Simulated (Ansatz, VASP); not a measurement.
## Two plane-wave programs on P

```xyz
2
Lattice="1.7516 1.0113 3.0827 -1.7516 1.0113 3.0827 0.0000 -2.0226 3.0827" Properties=species:S:1:pos:R:3 pbc="T T T"
P     0.0000    0.0000    2.1001
P     0.0000    0.0000    7.1481
```

Change from the starting cell: strain +0.015 along x and y, -0.015 along z, atoms carried along.

Alike in both runs: task single point; functional r2SCAN; k mesh 18 × 18 × 18; occupations gaussian, width 0.15 eV; no spin polarisation.

|  | VASP | Ansatz |
| --- | --- | --- |
| version | VASP 6.6.1 | Ansatz 0.2.0 |
| potentials or method | VASP PAW PBE potentials, release 64 (P), cutoff 520 eV | scalar-relativistic, plane waves, PAW |
| valence electrons in the cell | 10 | 10 |

```tsv
	VASP	Ansatz	Ansatz less VASP
gap on the k mesh at the Fermi level (eV)	none	none	-
pressure (GPa)	-2.1	-1.5	+0.52
traceless stress, the component that is largest in VASP (GPa)	1.95	1.79	-0.159
rms of the force components (eV/Å)	0.008	0.055	+0.0469
```

VASP's potentials were made for PBE, not for r2SCAN. Atom by atom the forces differ by 0.047 eV/Å (rms over components). A gap of «none» marks a metal or a gap that the smearing closes. With one functional, cell and mesh, what is left measures potentials, basis and numerics.
